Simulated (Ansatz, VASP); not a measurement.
# Two plane-wave programs on Sc2Al

File INCAR:

```
PREC = Accurate ; ENCUT = 520
EDIFF = 1E-6 ; ISMEAR = 0
SIGMA = 0.15 ; LREAL = False
LASPH = True ; NELM = 80
ALGO = Fast ; ISIF = 2
LWAVE = False ; LCHARG = False
GGA = PS ; NBANDS = 34
```

File KPOINTS:

```
regular mesh
0
Gamma
  12 12 8
```

File POSCAR:

```
Sc2Al
1.0
    4.6083540236      0.0000000000      0.0000000000
   -2.3041770118      3.9909516541      0.0000000000
    0.0000000000      0.0000000000      6.0854513202
Sc Al
4 2
Direct
    0.0000000000      0.0000000000      0.0000000000
    0.0000000000      0.0000000000      0.5000000000
    0.3333333333      0.6666666667      0.7500000000
    0.6666666667      0.3333333333      0.2500000000
    0.3333333333      0.6666666667      0.2500000000
    0.6666666667      0.3333333333      0.7500000000
```

Input for Ansatz:

```yaml
crystal:
  lattice:
    - [4.6083540236, 0.0, 0.0]
    - [-2.3041770118, 3.9909516541, 0.0]
    - [0.0, 0.0, 6.0854513202]
  atoms:
    - { symbol: Sc, position: [0.0, 0.0, 0.0] }
    - { symbol: Sc, position: [0.0, 0.0, 0.5] }
    - { symbol: Sc, position: [0.3333333333, 0.6666666667, 0.75] }
    - { symbol: Sc, position: [0.6666666667, 0.3333333333, 0.25] }
    - { symbol: Al, position: [0.3333333333, 0.6666666667, 0.25] }
    - { symbol: Al, position: [0.6666666667, 0.3333333333, 0.75] }
basis:
  ecutwfc: 420
kpoints:
  mp_grid: { grid: [12, 12, 8] }
hamiltonian:
  xc: pbesol
scf:
  occupations: { method: gaussian, width: 0.15 }
output:
  forces: true
  stress: true
  eigenvalues: true
```

Change from the starting cell: strain -0.050 along x and y, +0.000 along z, atoms carried along.

Alike in both runs: task single point; functional PBEsol; k mesh 12 × 12 × 8; occupations gaussian, width 0.15 eV; no spin polarisation.

|  | VASP | Ansatz |
| --- | --- | --- |
| version | VASP 6.6.1 | Ansatz 0.2.0 |
| potentials or method | VASP PAW PBE potentials, release 64 (Sc_sv, Al), cutoff 520 eV | scalar-relativistic, plane waves, PAW |
| valence electrons in the cell | 50 | 50 |

```tsv
	VASP	Ansatz	Ansatz less VASP
gap on the k mesh at the Fermi level (eV)	none	none	-
pressure (GPa)	9.9	9.8	-0.16
traceless stress, the component that is largest in VASP (GPa)	-5.91	-5.87	+0.035
```

VASP's potentials were made for PBE, not for PBEsol. A gap of «none» marks a metal or a gap that the smearing closes.
